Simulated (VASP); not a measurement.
Zr:

```
CELL_PARAMETERS angstrom
3.18832 0.00000 0.00000
-1.59416 2.76117 0.00000
0.00000 0.00000 5.07744
ATOMIC_POSITIONS crystal
Zr 0.66667 0.33333 0.75000
Zr 0.33333 0.66667 0.25000
```

This cell differs from its parent crystal: volume scaled by 0.96.

Base run:

| Item | Value |
| --- | --- |
| Program | VASP 6.6.1 |
| Functional | PBE |
| Potentials or basis | VASP PAW PBE potentials, release 64 (Zr_sv) |
| Cutoff | 520 eV |
| k mesh | 9 × 9 × 5 |
| Occupations | fermi-dirac, width 0.05 eV |
| Spin | no spin polarisation |

Its results: band gap on the k mesh zero (band 12 reaches 10.32 eV, above the bottom of band 13 at 9.22 eV); pressure 4.7 GPa.

Problem. After a change of settings the same cell gave: band gap on the k mesh zero (band 12 reaches 10.49 eV, above the bottom of band 13 at 9.19 eV); pressure 5.2 GPa. Which change was it?
A. functional from PBE to PBEsol; further incar settings from ALGO = Normal; EDIFF = 1e-06; NBANDS = 19 to ALGO = Normal; EDIFF = 1e-07; NBANDS = 19
B. functional from PBE to LDA; potentials or basis from VASP PAW PBE potentials, release 64 (Zr_sv) to VASP PAW LDA potentials, release 64 (Zr_sv)
C. functional from PBE to r2SCAN

Solution. C.

Caveats: the PAW data sets were made with another functional, which shifts forces and pressure a little (some runs).
